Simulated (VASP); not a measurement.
Wanted: the native input for a VASP 6.6.1 run.

```
Task                   : electric field gradients
Functional             : r2SCAN
Potentials or basis    : VASP PAW PBE potentials, release 64 (Ti_sv, O)
Cutoff                 : 520 eV
k mesh                 : 7 × 7 × 10
Occupations            : fermi-dirac, width 0.02 eV
Spin                   : no spin polarisation
Dipole correction      : no
Further INCAR settings : ALGO = Normal; EDIFF = 1e-08; NBANDS = 33
```

TiO2 (Rutile):

```
CELL_PARAMETERS angstrom
4.59220 0.00000 0.00000
0.00000 4.59220 0.00000
0.00000 0.00000 2.95740
ATOMIC_POSITIONS crystal
Ti 0.00000 0.00000 0.00000
Ti 0.50000 0.50000 0.50000
O 0.30422 0.30422 0.00000
O 0.19578 0.80422 0.50000
O 0.69578 0.69578 0.00000
O 0.80422 0.19578 0.50000
```

One way to write it, as run:

POSCAR

```
TiO2
1.0
    4.5922000000      0.0000000000      0.0000000000
    0.0000000000      4.5922000000      0.0000000000
    0.0000000000      0.0000000000      2.9574000000
Ti O
2 4
Direct
    0.0000000000      0.0000000000      0.0000000000
    0.5000000000      0.5000000000      0.5000000000
    0.3042201823      0.3042201823      0.0000000000
    0.1957798177      0.8042201823      0.5000000000
    0.6957798177      0.6957798177      0.0000000000
    0.8042201823      0.1957798177      0.5000000000
```

INCAR.step1

```
SYSTEM = TiO2
  PREC = Accurate
  ENCUT = 520
  ISMEAR = -1
  SIGMA = 0.02
  LREAL = .False.
  LASPH = .True.
  NELM = 100
  NBANDS = 33
  GGA = PE
  ALGO = Normal
  EDIFF = 1E-4
  LWAVE = .True.
  LCHARG = .False.
```

INCAR.step2

```
SYSTEM = TiO2
  PREC = Accurate
  ENCUT = 520
  EDIFF = 1E-8
  ISMEAR = -1
  SIGMA = 0.02
  LREAL = .False.
  LASPH = .True.
  NELM = 100
  ALGO = Normal
  ISIF = 2
  LWAVE = .False.
  LCHARG = .False.
  METAGGA = R2SCAN
  LMIXTAU = .True.
  LEFG = .True.
  NBANDS = 33
  ISTART = 1
```

KPOINTS

```
regular mesh
0
Gamma
  7 7 10
  0 0 0
```

Potentials or basis: VASP PAW PBE potentials, release 64 (Ti_sv, O).

Command:

```bash
$ cat potpaw_PBE.64/Ti_sv/POTCAR potpaw_PBE.64/O/POTCAR > POTCAR
$ cp INCAR.step1 INCAR
$ mpirun -np 1 vasp_std > vasp.out
$ cp INCAR.step2 INCAR
$ mpirun -np 1 vasp_std > vasp.out
```

Results of the run:

```json
{"Pressure": "1.2 GPa", "Largest force": "0.020 eV/Å", "Band gap on the k mesh": "2.21 eV, direct"}
```

Caveat: without QUAD_EFG the Cq values of the log hold for a quadrupole moment of 1 mb, not for the nuclei; the PAW data sets were made with another functional, which shifts forces and pressure a little.

Wall time 8.5 min on 1 thread of Intel(R) Xeon(R) Platinum 8259CL CPU @ 2.50GHz (Skylake/Cascade Lake), on a shared host, peak memory 0.24 GiB.
